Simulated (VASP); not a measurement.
Here is a VASP 6.6.1 calculation.

Contents of INCAR:

```
SYSTEM = Tb3YPb
PREC = Accurate ; ENCUT = 500
EDIFF = 1E-6 ; ISMEAR = 0
SIGMA = 0.2 ; LREAL = .False.
LASPH = .True. ; NELM = 200
ALGO = Normal ; ISIF = 2
LWAVE = .False. ; LCHARG = .True.
GGA = PE ; LELF = .True.
LVHAR = .True. ; NBANDS = 34
GGA_COMPAT = .False. ; LMAXMIX = 6
```

The input KPOINTS:

```
Automatic mesh
0
Gamma
  3 3 3
  0 0 0
```

The input POSCAR:

```
Tb3YPb
1.0
    3.4645202833      2.0002417198      4.7500510736
   -3.4645202833      2.0002417198      4.7500510736
    0.0000000000     -4.0004834347      4.7500510756
Tb Y Pb
3 1 1
Direct
    0.5000000000      0.5000000000      0.0000000000
    0.0000000000      0.5000000000      0.5000000000
    0.5000000000      0.0000000000      0.5000000000
    0.0000000000      0.0000000000      0.0000000000
    0.5000000000      0.5000000000      0.5000000000
```

Potentials or basis: VASP PAW PBE potentials, release 64 (Tb_3, Y_sv, Pb_d), 4f in core.

Launch:

```bash
$ cat potpaw_PBE.64/Tb_3/POTCAR potpaw_PBE.64/Y_sv/POTCAR potpaw_PBE.64/Pb_d/POTCAR > POTCAR
$ mpirun -np 1 vasp_std > vasp.out
```

Question: What does it give for the band gap on the k mesh?

Answer: Zero (bands 26 and 27 overlap by 0.52 eV).

Question: Estimate the pressure.

Answer: 0.3 GPa.

Stress tensor (GPa, compression positive):
```
 0.75  0.00  0.00
 0.00  0.75  0.00
 0.00  0.00 -0.64
```

Caveat: the k points lie up to 0.38 Å⁻¹ apart, too coarse for converged energies and pressures of a metal; spin-orbit coupling is left out, which moves the levels of the heavy elements; the 4f electrons are frozen in the core, so they carry no moment and show no levels. Spin polarisation is off, so any magnetic state and its effect on volume and gap are missing.
